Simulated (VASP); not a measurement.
Wanted: the native input for a VASP 6.6.1 run.

| Quantity | Value |
| --- | --- |
| Task | single point |
| Functional | r2SCAN |
| Potentials or basis | VASP PAW PBE potentials, release 64 (Sb) |
| Cutoff | 550 eV |
| k mesh | 6 × 6 × 6 |
| Occupations | fermi-dirac, width 0.1 eV |
| Spin | no spin polarisation |
| Dipole correction | no |
| Further INCAR settings | ALGO = Normal; EDIFF = 1e-06; NBANDS = 8 |

Crystal: Sb.

```xyz
1
Lattice="3.0956 0.0000 0.0000 0.0000 3.0956 0.0000 0.0000 0.0000 3.0956" Properties=species:S:1:pos:R:3 pbc="T T T"
Sb    0.0000    0.0000    0.0000
```

These files were run (other wordings do the same):

POSCAR

```
Sb
1.0
    3.0955560147      0.0000000000      0.0000000000
    0.0000000000      3.0955560147      0.0000000000
    0.0000000000      0.0000000000      3.0955560147
Sb
1
Direct
    0.0000000000      0.0000000000      0.0000000000
```

INCAR.step1

```
SYSTEM = Sb
  ALGO = Normal
  EDIFF = 1E-5
  ENCUT = 550
  GGA = PE
  GGA_COMPAT = .False.
  ISMEAR = -1
  LASPH = .True.
  LCHARG = .False.
  LREAL = .False.
  LWAVE = .True.
  NBANDS = 8
  NELM = 120
  PREC = Accurate
  SIGMA = 0.1
```

INCAR.step2

```
SYSTEM = Sb
  ALGO = Normal
  EDIFF = 1E-6
  ENCUT = 550
  GGA_COMPAT = .False.
  ISIF = 2
  ISMEAR = -1
  ISTART = 1
  LASPH = .True.
  LCHARG = .False.
  LMIXTAU = .True.
  LREAL = .False.
  LWAVE = .False.
  METAGGA = R2SCAN
  NBANDS = 8
  NELM = 120
  PREC = Accurate
  SIGMA = 0.1
```

KPOINTS

```
k-points
0
Gamma
  6 6 6
  0 0 0
```

Potentials or basis: VASP PAW PBE potentials, release 64 (Sb).

Command:

```sh
$ cat potpaw_PBE.64/Sb/POTCAR > POTCAR
$ cp INCAR.step1 INCAR
$ mpirun -np 1 vasp_std > vasp.out
$ cp INCAR.step2 INCAR
$ mpirun -np 1 vasp_std > vasp.out
```

Results of the run:

```
Pressure : 0.0 GPa
```

Caveat: the PAW data sets were made with another functional, which shifts forces and pressure a little.

Run time: 23 s on 1 thread of AMD EPYC 7R43 64-Core Processor (Zen 3), on a shared host, peak memory 0.1 GiB.
